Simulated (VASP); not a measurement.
Here is a VASP 6.6.1 calculation.

Contents of INCAR:

```
PREC = Accurate ; ENCUT = 520
EDIFF = 1E-8 ; ISMEAR = -1
SIGMA = 0.15 ; LREAL = False
LASPH = True ; NELM = 100
ALGO = Normal ; ISIF = 2
LWAVE = False ; LCHARG = False
GGA = PE ; LEFG = True
NBANDS = 44
```

KPOINTS

```
Automatic mesh
0
Gamma
  12 12 12
```

The input POSCAR:

```
Ge2Rh2Pb
1.0
   -2.1750666782      2.1750666782      4.9795554848
    2.1750666782     -2.1750666782      4.9795554848
    2.1750666782      2.1750666782     -4.9795554848
Ge Rh Pb
2 2 1
Direct
    0.6301257768      0.6301257768      0.0000000000
    0.3698742232      0.3698742232      0.0000000000
    0.2500000000      0.7500000000      0.5000000000
    0.7500000000      0.2500000000      0.5000000000
    0.0000000000      0.0000000000      0.0000000000
```

Potentials or basis: VASP PAW PBE potentials, release 64 (Ge_d, Rh_pv, Pb_d).

The run is started by

```console
$ cat potpaw_PBE.64/Ge_d/POTCAR potpaw_PBE.64/Rh_pv/POTCAR potpaw_PBE.64/Pb_d/POTCAR > POTCAR
$ mpirun -np 1 vasp_std > vasp.out
```

(1) What does it give for the pressure?

(2) What does it give for the largest force?

(3) What does it give for the band gap on the k mesh?

Results:

(1) 0.1 GPa.

(2) 0.018 eV/Å.

(3) zero (band 36 reaches 9.11 eV, above the bottom of band 37 at 7.37 eV).

Caveat: without QUAD_EFG the Cq values of the log hold for a quadrupole moment of 1 mb, not for the nuclei; spin-orbit coupling is left out, which moves the levels of the heavy elements.
